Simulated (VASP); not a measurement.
Input of a VASP 6.6.1 run:

INCAR

```
SYSTEM = HfO2
ALGO = Normal
EDIFF = 1E-6
ENCUT = 600
GGA = PE
GGA_COMPAT = .False.
ISIF = 2
ISMEAR = 1
LASPH = .True.
LCHARG = .False.
LREAL = .False.
LWAVE = .False.
NBANDS = 18
NELM = 120
PREC = Accurate
SIGMA = 0.1
```

KPOINTS

```
k-points
0
Gamma
  8 8 8
  0 0 0
```

Contents of POSCAR:

```
HfO2
1.0
    0.0000000000      2.5486370338      2.5486370338
    2.5486370338      0.0000000000      2.5486370338
    2.5486370338      2.5486370338      0.0000000000
Hf O
1 2
Direct
    0.0000000000      0.0000000000      0.0000000000
    0.2500000000      0.2500000000      0.2500000000
    0.7500000000      0.7500000000      0.7500000000
```

Potentials or basis: VASP PAW PBE potentials, release 64 (Hf_pv, O).

Command:

```sh
$ cat potpaw_PBE.64/Hf_pv/POTCAR potpaw_PBE.64/O/POTCAR > POTCAR
$ mpirun -np 1 vasp_std > vasp.out
```

**Question.** What does it give for the pressure?

**Answer.** -3.8 GPa.

**Question.** Estimate the band gap on the k mesh.

**Answer.** 3.76 eV.

Caveat: the cell stands under tension; spin-orbit coupling is left out, which moves the levels of the heavy elements. A hybrid or GW would open this gap; PBE tends to underestimate it.
